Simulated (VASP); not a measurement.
# Nb (I4/mmm) in VASP: further runs

Runs on Nb. Level: PBEsol. Tasks: single point.

Program: VASP 6.6.1. These are calculated values, not measurements. Logs are shortened: lines on timing, memory, paths and dates and some standing lists are left out, and cuts for length are marked.

### 1 The cell of the first run

The structure is tetragonal, space group I4/mmm (No. 139). Conventional cell: a = 3.328 Å, b = 3.328 Å, c = 3.577 Å, α = 90.00°, β = 90.00°, γ = 90.00°. Nb (site symmetry 4/mmm) has 14 Nb at 2.96 to 3.58 Å within 3.9 Å.

### 2 Single point, PBEsol (strain +0.0750 x Voigt [0, 1, 0, 0, 0, 0])

INCAR

```
SYSTEM = Nb
  PREC = Accurate
  ENCUT = 520
  EDIFF = 1E-6
  ISMEAR = 0
  SIGMA = 0.15
  LREAL = .False.
  LASPH = .True.
  NELM = 80
  ALGO = Fast
  ISIF = 2
  LWAVE = .False.
  LCHARG = .False.
  GGA = PS
  NBANDS = 12
```

KPOINTS

```
Automatic mesh
0
Gamma
  20 20 20
  0 0 0
```

POSCAR

```
Nb
1.0
   -1.6639500000      1.7887462500      1.6639500000
    1.6639500000     -1.7887462500      1.6639500000
    1.6639500000      1.7887462500     -1.6639500000
Nb
1
Direct
    0.0000000000      0.0000000000      0.0000000000
```

Potentials or basis: VASP PAW PBE potentials, release 64 (Nb_sv).

The run is started by

```
> cat potpaw_PBE.64/Nb_sv/POTCAR > POTCAR
> mpirun -np 1 vasp_std > vasp.out
```

OUTCAR:

```text
SYSTEM = Nb
   PREC = Accurate
   ENCUT = 520
   EDIFF = 1E-6
   ISMEAR = 0
   LREAL = .False.
   LASPH = .True.
   NELM = 80
   ISIF = 2
   GGA = PS

 ion  position               nearest neighbor table
   1  0.000  0.000  0.000-

  LATTYP: Found a body centered tetragonal cell.
 ALAT       =     3.3279000000
 C/A-ratio  =     1.0750000000

  Lattice vectors:

 A1 = (  -1.6639500000,  -1.7887462500,   1.6639500000)
 A2 = (   1.6639500000,  -1.7887462500,  -1.6639500000)
 A3 = (   1.6639500000,   1.7887462500,   1.6639500000)

Analysis of symmetry for initial positions (statically):
=====================================================================
 Subroutine PRICEL returns:
 Original cell was already a primitive cell.

 Routine SETGRP: Setting up the symmetry group for a
 body centered tetragonal supercell.

 Subroutine GETGRP returns: Found 16 space group operations
 (whereof 16 operations were pure point group operations)
 out of a pool of 16 trial point group operations.

The static configuration has the point symmetry D_4h.

Analysis of symmetry for dynamics (positions and initial velocities):
=====================================================================
 Subroutine PRICEL returns:
 Original cell was already a primitive cell.

 Routine SETGRP: Setting up the symmetry group for a
 body centered tetragonal supercell.

 Subroutine GETGRP returns: Found 16 space group operations
 (whereof 16 operations were pure point group operations)
 out of a pool of 16 trial point group operations.

The dynamic configuration has the point symmetry D_4h.

 Subroutine INISYM returns: Found 16 space group operations
 (whereof 16 operations are pure point group operations),
 and found     1 'primitive' translations

----------------------------------------------------------------------------------------

                                     Primitive cell

  volume of cell :      19.8102

  direct lattice vectors                    reciprocal lattice vectors
    -1.663950000  1.788746250  1.663950000     0.000000000  0.279525394  0.300489798
     1.663950000 -1.788746250  1.663950000     0.300489798  0.000000000  0.300489798
     1.663950000  1.788746250 -1.663950000     0.300489798  0.279525394  0.000000000

  length of vectors
     2.955853912  2.955853912  2.955853912     0.410400493  0.424956748  0.410400493

  position of ions in fractional coordinates (direct lattice)
     0.000000000  0.000000000  0.000000000

  ion indices of the primitive-cell ions
   primitive index   ion index
                 1           1

----------------------------------------------------------------------------------------

 KPOINTS: Automatic mesh

Automatic generation of k-mesh.
 Grid dimensions read from file:
 generate k-points for:   20   20   20

 Generating k-lattice:

  Cartesian coordinates                     Fractional coordinates (reciprocal lattice)
     0.000000000  0.013976270  0.015024490     0.050000000  0.000000000  0.000000000
     0.015024490  0.000000000  0.015024490     0.000000000  0.050000000  0.000000000
     0.015024490  0.013976270  0.000000000     0.000000000  0.000000000  0.050000000

  Length of vectors
     0.020520025  0.021247837  0.020520025

  Shift w.r.t. Gamma in fractional coordinates (k-lattice)
     0.000000000  0.000000000  0.000000000

 Subroutine IBZKPT returns following result:
 ===========================================

 Found    641 irreducible k-points:

 Following reciprocal coordinates:
            Coordinates               Weight
  0.000000  0.000000  0.000000      1.000000
  0.050000  0.000000 -0.000000      8.000000
  0.100000  0.000000 -0.000000      8.000000
  0.150000  0.000000  0.000000      8.000000
  0.200000  0.000000 -0.000000      8.000000
  0.250000  0.000000 -0.000000      8.000000
[... 16 lines left out ...]
 -0.450000  0.050000 -0.000000     16.000000
 -0.400000  0.050000  0.000000     16.000000
 [... further k-points ...]
   k-points           NKPTS =    641   k-points in BZ     NKDIM =    641   number of bands    NBANDS=     12
   number of dos      NEDOS =    301   number of ions     NIONS =      1
   total plane-waves  NPLWV =  13824
   dimension x,y,z NGX =    24 NGY =   24 NGZ =   24
   dimension x,y,z NGXF=    48 NGYF=   48 NGZF=   48
   ions per type =               1
   NGX,Y,Z   is equivalent  to a cutoff of  13.50, 13.50, 13.50 a.u.
   NGXF,Y,Z  is equivalent  to a cutoff of  27.00, 27.00, 27.00 a.u.
 SYSTEM =  Nb
   PREC   = accura    normal or accurate (medium, high low for compatibility)
   ISTART =      0    job   : 0-new  1-cont  2-samecut
   ICHARG =      2    charge: 1-file 2-atom 10-const
   ISPIN  =      1    spin polarized calculation?
   LNONCOLLINEAR =      F non collinear calculations
   LSORBIT =      F    spin-orbit coupling
   LASPH  =      T    aspherical Exc in radial PAW
   ENCUT  =  520.0 eV  38.22 Ry    6.18 a.u.   5.50  5.50  5.50*2*pi/ulx,y,z
   NELM   =     80;   NELMIN=  2; NELMDL= -5     # of ELM steps
   EDIFF  = 0.1E-05   stopping-criterion for ELM
   LREAL  =      F    real-space projection
   EDIFFG = 0.1E-04   stopping-criterion for IOM
   NSW    =      0    number of steps for IOM
   IBRION =     -1    ionic relax: 0-MD 1-quasi-New 2-CG
   NFREE  =      0    steps in history (QN), initial steepest desc. (CG)
   ISIF   =      2    stress and relaxation
   ISYM   =      2    0-nonsym 1-usesym 2-fastsym
   POTIM  = 0.5000    time-step for ionic-motion
   TEBEG  =    0.0;   TEEND  =   0.0 temperature during run
   PSTRESS=    0.0 pullay stress
   NELECT =      13.0000    total number of electrons
   NUPDOWN=      -1.0000    fix difference up-down
   EMIN   =  10.00;   EMAX   =-10.00  energy-range for DOS
   EFERMI =   0.00;   METHOD = LEGACY
   ISMEAR =     0;   SIGMA  =   0.15  broadening in eV -4-tet -1-fermi 0-gaus
   EFERMI_NEDOS =   21; number of points for ismear=-14 and -15
   IALGO  =     68    algorithm
   IMIX   =      4    mixing-type and parameters
     AMIX     =   0.40;   BMIX     =  1.00
     AMIX_MAG =   1.60;   BMIX_MAG =  1.00
  volume/ion in A,a.u.               =      19.81       133.69
  Fermi-wavevector in a.u.,A,eV,Ry     =   1.422633  2.688386 27.536620  2.023884
  Thomas-Fermi vector in A             =   2.543316
   LORBIT       =      0    0 simple, 1 ext, 2 COOP (PROOUT), +10 PAW based schemes
   GGA     = PS    functional components
   LHFCALC =     F    Hartree Fock is set to
   AEXX    =    0.0000 exact exchange contribution
   IVDW    =     0    specifies the selected vdW correction
   LEPSILON=     F    determine dielectric tensor
   LRPA    =     F    only Hartree local field effects (RPA)
 non-spin polarized calculation
 RMM-DIIS sequential band-by-band and
 Gauss-broadening in eV      SIGMA  =   0.15
  energy-cutoff  :      520.00
  volume of cell :       19.81
 maximum number of plane-waves:       551
 NGX is ok and might be reduce to    24
   NGX = 11   NGY = 11   NGZ = 11

 number of electron      13.0000000 magnetization

 Free energy of the ion-electron system (eV)
  ---------------------------------------------------
  ext. energy  EPLUGINS =         0.00000000
  ---------------------------------------------------
  free energy    TOTEN  =       -10.79864339 eV

  energy without entropy =      -10.77923330  energy(sigma->0) =      -10.78893835

 E-fermi :   9.7891     XC(G=0): -12.1433

 val. band max:        9.7864542178   @ k =  -0.1000   0.3500   0.1000
 cond. band min:       9.7892940602   @ k =  -0.1500   0.2500   0.0500
 fundamental gap:      0.0028398424
 Fermi energy:         9.7890718006

 k-point     1 :       0.0000    0.0000    0.0000
  band No.  band energies     occupation
      1     -44.6424      2.00000
      2     -20.1342      2.00000
      3     -20.1333      2.00000
      4     -20.1333      2.00000
      5       3.9985      2.00000
      6       9.9686      0.09050
      7       9.9686      0.09050
      8      10.6443      0.00000
      9      12.2631      0.00000
     10      13.1411      0.00000
     11      23.0032      0.00000
     12      24.1424      0.00000

 k-point     2 :       0.0500    0.0000   -0.0000
  band No.  band energies     occupation
      1     -44.6384      2.00000
      2     -20.1603      2.00000
      3     -20.1408      2.00000
      4     -20.1338      2.00000
      5       4.0899      2.00000
      6       9.9607      0.10574
      7       9.9884      0.06022
      8      10.6573      0.00000
      9      12.2110      0.00000
     10      13.1068      0.00000
     11      23.1578      0.00000
     12      24.2773      0.00000

 k-point     3 :       0.1000    0.0000   -0.0000
  band No.  band energies     occupation
      1     -44.6269      2.00000
      2     -20.2367      2.00000
      3     -20.1626      2.00000
      4     -20.1337      2.00000
      5       4.3559      2.00000
      6       9.9238      0.20403
      7       9.9768      0.07677
      8      10.7741      0.00000
      9      12.0834      0.00000
     10      13.0319      0.00000
     11      23.5377      0.00000
     12      24.6269      0.00000
[... 286 lines left out ...]
 k-point    23 :      -0.4500    0.0500   -0.0000
  band No.  band energies     occupation
      1     -44.4861      2.00000
      2     -21.0901      2.00000
      3     -20.4244      2.00000
      4     -20.1420      2.00000
      5       6.5148      2.00000
      6       8.7296      2.00000
      7      10.8237      0.00000
      8      12.2428      0.00000
      9      13.3596      0.00000
     10      15.0284      0.00000
     11      20.6964      0.00000
     12      21.7184      0.00000

 k-point    24 :      -0.4000    0.0500    0.0000
  band No.  band energies     occupation
      1     -44.5014      2.00000
      2     -21.0023      2.00000
      3     -20.3966      2.00000
      4     -20.1409      2.00000
      5       6.5127      2.00000
      6       8.8577      2.00000
      7      10.2448      0.00002
      8      12.2583      0.00000
      9      13.1609      0.00000
     10      14.3701      0.00000
     11      21.3776      0.00000
     12      22.4168      0.00000

 [... further k-points ...]

------------------------ aborting loop because EDIFF is reached ----------------------------------------

  FORCE on cell =-STRESS in cart. coord.  units (eV):
  Direction    XX          YY          ZZ          XY          YZ          ZX
  --------------------------------------------------------------------------------------
  -------------------------------------------------------------------------------------
  Total       -1.9213869     -2.7176573     -1.9213869      0.0000000      0.0000000      0.0000000
  in kB     -155.3946763   -219.7940825   -155.3946763      0.0000000      0.0000000      0.0000000
  external PRESSURE =    -176.8611450 kB  Pullay stress =       0.0000000 kB

 VOLUME and BASIS-vectors are now :
 -----------------------------------------------------------------------------
  energy-cutoff  :      520.00
  volume of cell :       19.81
      direct lattice vectors                 reciprocal lattice vectors
    -1.663950000  1.788746250  1.663950000     0.000000000  0.279525394  0.300489798
     1.663950000 -1.788746250  1.663950000     0.300489798  0.000000000  0.300489798
     1.663950000  1.788746250 -1.663950000     0.300489798  0.279525394  0.000000000

 POSITION                                       TOTAL-FORCE (eV/Angst)
 -----------------------------------------------------------------------------------
      0.00000      0.00000      0.00000        -0.000000      0.000000      0.000000
 -----------------------------------------------------------------------------------
    total drift:                                0.000000      0.000000     -0.000000

  FREE ENERGIE OF THE ION-ELECTRON SYSTEM (eV)
  ---------------------------------------------------
  free  energy   TOTEN  =       -10.7986433941 eV

  energy  without entropy=      -10.7792332977  energy(sigma->0) =      -10.78893835
```

Wall time 2.7 min (1 thread of Intel Xeon 8259CL, shared host); peak memory 0.26 GiB.

Results:

```
Free energy            : -10.7986 eV
Pressure               : -17.7 GPa
Band gap on the k mesh : zero (an odd number of electrons rules out a gap without spin polarisation)
```

Caveat: the cell differs from its parent crystal (strain +0.0750 x Voigt [0, 1, 0, 0, 0, 0]); the cell stands under tension; the PAW data sets were made with another functional, which shifts forces and pressure a little.

### 3 Single point, PBEsol (strain +0.1125 x Voigt [0, 1, 0, 0, 0, 0])

INCAR

```
ALGO = Fast ; EDIFF = 1E-6
ENCUT = 520 ; GGA = PS
ISIF = 2 ; ISMEAR = 0
LASPH = True ; LCHARG = False
LREAL = False ; LWAVE = False
NBANDS = 12 ; NELM = 100
PREC = Accurate ; SIGMA = 0.15
```

KPOINTS

```
k-points
0
Gamma
  20 20 20
```

POSCAR

```
Nb
1.0
   -1.6639500000      1.8511443750      1.6639500000
    1.6639500000     -1.8511443750      1.6639500000
    1.6639500000      1.8511443750     -1.6639500000
Nb
1
Direct
    0.0000000000      0.0000000000      0.0000000000
```

Potentials or basis: VASP PAW PBE potentials, release 64 (Nb_sv).

The run is started by

```
> cat potpaw_PBE.64/Nb_sv/POTCAR > POTCAR
> mpirun -np 1 vasp_std > vasp.out
```

It took 2.8 min on 1 thread of Intel Xeon 8259CL, shared host; peak memory 0.27 GiB.

The run converged. Its results:

| Item | Value |
| --- | --- |
| Free energy | -10.6940 eV |
| Pressure | -20.9 GPa |
| Band gap on the k mesh | zero (an odd number of electrons rules out a gap without spin polarisation) |

Stress tensor (GPa, compression positive):
```
-18.04   0.00   0.00
  0.00 -26.59   0.00
  0.00   0.00 -18.04
```

Levels at points of the mesh, in eV from the Fermi level:
| k point | band 4 | band 5 | band 6 | band 7 | band 8 | band 9 |
| --- | --- | --- | --- | --- | --- | --- |
| (0.00, 0.00, 0.00) | -30.06 | -5.73 | 0.11 | 0.11 | 1.04 | 2.13 |
| (0.50, 0.00, 0.00) | -30.06 | -3.27 | -0.96 | 1.51 | 2.00 | 3.59 |
| (0.00, 0.50, 0.00) | -30.13 | -3.31 | -1.99 | 2.17 | 3.60 | 3.82 |
| (0.50, 0.50, 0.50) | -30.61 | -3.21 | -2.96 | 4.56 | 4.86 | 4.86 |

Caveat: the cell differs from its parent crystal (strain +0.1125 x Voigt [0, 1, 0, 0, 0, 0]); the cell stands under tension; the PAW data sets were made with another functional, which shifts forces and pressure a little.

### 4 Single point, PBEsol (strain +0.1312 x Voigt [0, 1, 0, 0, 0, 0])

INCAR

```
SYSTEM = Nb
PREC     = Accurate       ! precision mode
ENCUT    = 520            ! plane-wave cutoff, eV
EDIFF    = 1E-6           ! SCF threshold, eV
ISMEAR   = 0              ! smearing method
SIGMA    = 0.15           ! smearing width, eV
LREAL    = .FALSE.        ! projectors in reciprocal space
LASPH    = .TRUE.         ! aspherical terms in the spheres
NELM     = 60             ! most SCF steps
ALGO     = Fast           ! electronic algorithm
ISIF     = 2              ! what is computed and relaxed
LWAVE    = .FALSE.        ! write WAVECAR
LCHARG   = .FALSE.        ! write CHGCAR
GGA      = PS             ! functional
NBANDS   = 12             ! bands
```

KPOINTS

```
regular mesh
0
G
  20 20 20
  0 0 0
```

POSCAR

```
Nb
1.0
   -1.6639500000      1.8822602400      1.6639500000
    1.6639500000     -1.8822602400      1.6639500000
    1.6639500000      1.8822602400     -1.6639500000
Nb
1
Direct
    0.0000000000      0.0000000000      0.0000000000
```

The run is started by

```
> cat potpaw_PBE.64/Nb_sv/POTCAR > POTCAR
> mpirun -np 1 vasp_std > vasp.out
```

Run time: 3.1 min. Hardware: 1 thread of Intel Xeon 8259CL, shared host; peak memory 0.27 GiB.

Results (log left out):

| Quantity | Value |
| --- | --- |
| Free energy | -10.6350 eV |
| Pressure | -22.2 GPa |
| Band gap on the k mesh | zero (an odd number of electrons rules out a gap without spin polarisation) |

Stress tensor (GPa, compression positive):
```
-19.07   0.00   0.00
  0.00 -28.45   0.00
  0.00   0.00 -19.07
```

Levels at points of the mesh, in eV from the Fermi level:
| k point | band 2 | band 3 | band 4 | band 5 | band 6 | band 7 | band 8 | band 9 | band 10 | band 11 |
| --- | --- | --- | --- | --- | --- | --- | --- | --- | --- | --- |
| (0.00, 0.00, 0.00) | -30.13 | -30.13 | -30.13 | -5.71 | 0.09 | 0.09 | 1.12 | 1.97 | 3.26 | 12.66 |
| (0.50, 0.00, 0.00) | -31.00 | -30.37 | -30.14 | -3.23 | -0.88 | 1.42 | 1.81 | 3.56 | 5.03 | 9.60 |
| (0.00, 0.50, 0.00) | -30.96 | -30.46 | -30.21 | -3.27 | -2.03 | 2.16 | 3.61 | 3.79 | 5.33 | 10.52 |
| (0.50, 0.50, 0.50) | -30.85 | -30.64 | -30.64 | -3.16 | -2.88 | 4.42 | 4.75 | 4.75 | 6.04 | 8.80 |

Caveat: the cell differs from its parent crystal (strain +0.1312 x Voigt [0, 1, 0, 0, 0, 0]); the cell stands under tension; the PAW data sets were made with another functional, which shifts forces and pressure a little.

### 5 Single point, PBEsol (strain +0.1500 x Voigt [0, 1, 0, 0, 0, 0])

INCAR

```
SYSTEM = Nb
PREC = Accurate ; ENCUT = 520
EDIFF = 1E-7 ; ISMEAR = 0
SIGMA = 0.15 ; LREAL = .FALSE.
LASPH = .TRUE. ; NELM = 100
ALGO = Fast ; ISIF = 2
LWAVE = .FALSE. ; LCHARG = .FALSE.
GGA = PS ; NBANDS = 12
```

KPOINTS

```
Automatic mesh
0
G
  20 20 20
  0 0 0
```

POSCAR

```
Nb
1.0
   -1.6639500000      1.9135425000      1.6639500000
    1.6639500000     -1.9135425000      1.6639500000
    1.6639500000      1.9135425000     -1.6639500000
Nb
1
Direct
    0.0000000000      0.0000000000      0.0000000000
```

The run is started by

```
> cat potpaw_PBE.64/Nb_sv/POTCAR > POTCAR
> mpirun -np 1 vasp_std > vasp.out
```

Run time: 3.1 min. Hardware: 1 thread of Intel Xeon 8259CL, shared host; peak memory 0.28 GiB.

The run converged. Its results:

* Free energy: -10.5719 eV
* Pressure: -23.4 GPa
* Band gap on the k mesh: zero (an odd number of electrons rules out a gap without spin polarisation)

Stress tensor (GPa, compression positive):
```
-20.06   0.00   0.00
  0.00 -30.07   0.00
  0.00   0.00 -20.06
```

Levels at points of the mesh, in eV from the Fermi level:
```csv
k point,band 2,band 3,band 4,band 5,band 6,band 7,band 8,band 9,band 10,band 11
"(0.00, 0.00, 0.00)",-30.21,-30.20,-30.20,-5.69,0.06,0.06,1.19,1.81,3.20,12.50
"(0.50, 0.00, 0.00)",-31.02,-30.42,-30.21,-3.19,-0.80,1.34,1.63,3.52,4.86,9.34
"(0.00, 0.50, 0.00)",-30.99,-30.52,-30.29,-3.22,-2.07,2.15,3.61,3.76,5.19,10.41
"(0.50, 0.50, 0.50)",-30.90,-30.68,-30.68,-3.12,-2.81,4.28,4.64,4.64,5.69,8.80
```

Caveat: the cell differs from its parent crystal (strain +0.1500 x Voigt [0, 1, 0, 0, 0, 0]); the cell stands under tension; the PAW data sets were made with another functional, which shifts forces and pressure a little.

### 6 The runs side by side

```csv
cell,further INCAR settings,gap on the mesh (eV),pressure (GPa)
"a = 2.956 Å, angles 111.5, 105.5, 111.5°, 1 atom",ALGO = Fast; EDIFF = 1e-06; NBANDS = 12,none,-17.7
"a = 2.994 Å, angles 112.5, 103.6, 112.5°, 1 atom",ALGO = Fast; EDIFF = 1e-06; NBANDS = 12,none,-20.9
"a = 3.013 Å, angles 113.0, 102.7, 113.0°, 1 atom",ALGO = Fast; EDIFF = 1e-06; NBANDS = 12,none,-22.2
"a = 3.033 Å, angles 113.5, 101.8, 113.5°, 1 atom",ALGO = Fast; EDIFF = 1e-07; NBANDS = 12,none,-23.4
```

Alike in all rows: task single point; level PBEsol; potentials or basis VASP PAW PBE potentials, release 64 (Nb_sv); no spin polarisation; k mesh 20 × 20 × 20; cutoff (eV) 520; smearing gaussian 0.15 eV.

Caveats: the cell stands under tension; the PAW data sets were made with another functional, which shifts forces and pressure a little.

Absolute energies hang on the potentials; compare differences alone.
